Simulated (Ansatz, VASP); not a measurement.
# MgCd2S3: VASP beside Ansatz

The input INCAR:

```
SYSTEM = MgCd2S3
PREC = Accurate
ENCUT = 520
EDIFF = 1E-6
ISMEAR = 0
SIGMA = 0.1
LREAL = .FALSE.
LASPH = .TRUE.
NELM = 60
ALGO = Normal
ISIF = 2
LWAVE = .FALSE.
LCHARG = .FALSE.
GGA = PE
NBANDS = 56
```

The input KPOINTS:

```
regular mesh
0
G
  6 6 1
  0 0 0
```

The input POSCAR:

```
MgCd2S3
1.0
    4.1392128768      0.0000000000      0.0000000000
   -2.0696064384      3.5846635030      0.0000000000
    0.0000000000      0.0000000000     20.2413891606
Mg Cd S
2 4 6
Direct
    0.6666666667      0.3333333333      0.1656301698
    0.6666666667      0.3333333333      0.6656301698
    0.0000000000      0.0000000000      0.0026342101
    0.0000000000      0.0000000000      0.5026342101
    0.3333333333      0.6666666667      0.3316666278
    0.3333333333      0.6666666667      0.8316666278
    0.3333333333      0.6666666667      0.4582043188
    0.3333333333      0.6666666667      0.9582043188
    0.6666666667      0.3333333333      0.2873893956
    0.6666666667      0.3333333333      0.7873893956
    0.0000000000      0.0000000000      0.1294752780
    0.0000000000      0.0000000000      0.6294752780
```

Input for Ansatz:

```yaml
crystal:
  lattice:
    - [4.1392128769, 0.0, 0.0]
    - [-2.0696064384, 3.5846635031, 0.0]
    - [0.0, 0.0, 20.2413891434]
  atoms:
    - { symbol: Mg, position: [0.6666666667, 0.3333333333, 0.16563017] }
    - { symbol: Mg, position: [0.6666666667, 0.3333333333, 0.66563017] }
    - { symbol: Cd, position: [1.0, 1.0, 0.0026342101] }
    - { symbol: Cd, position: [1.0, 1.0, 0.5026342101] }
    - { symbol: Cd, position: [0.3333333333, 0.6666666667, 0.3316666274] }
    - { symbol: Cd, position: [0.3333333333, 0.6666666667, 0.8316666274] }
    - { symbol: S, position: [0.3333333333, 0.6666666667, 0.4582043187] }
    - { symbol: S, position: [0.3333333333, 0.6666666667, 0.9582043187] }
    - { symbol: S, position: [0.6666666667, 0.3333333333, 0.2873893956] }
    - { symbol: S, position: [0.6666666667, 0.3333333333, 0.7873893956] }
    - { symbol: S, position: [0.0, 0.0, 0.1294752781] }
    - { symbol: S, position: [0.0, 0.0, 0.6294752781] }
basis:
  ecutwfc: 420
kpoints:
  mp_grid: { grid: [6, 6, 1] }
hamiltonian:
  xc: pbe
scf:
  occupations: { method: gaussian, width: 0.1 }
  lower_state_search: "off"
output:
  forces: true
  stress: true
  eigenvalues: true
```

Alike in both runs: task single point; functional PBE; k mesh 6 × 6 × 1; occupations gaussian, width 0.1 eV; no spin polarisation.

```csv
,VASP,Ansatz
version,VASP 6.6.1,Ansatz 0.2.0
potentials or method,"VASP PAW PBE potentials, release 64 (Mg, Cd, S), cutoff 520 eV","scalar-relativistic, plane waves, PAW"
valence electrons in the cell,88,136
```

```csv
,VASP,Ansatz,Ansatz less VASP
gap on the k mesh at the Fermi level (eV),1.53,1.53,-0.001
least direct gap on the mesh (eV),1.53,1.53,-0.001
pressure (GPa),0.2,0.0,-0.16
rms of the force components (eV/Å),0.012,0.002,-0.0105
```

Atom by atom the forces differ by 0.013 eV/Å (rms over components). VASP's potentials hold 88 valence electrons a cell and Ansatz's 136, so a difference there can come from the potentials and not from the codes.
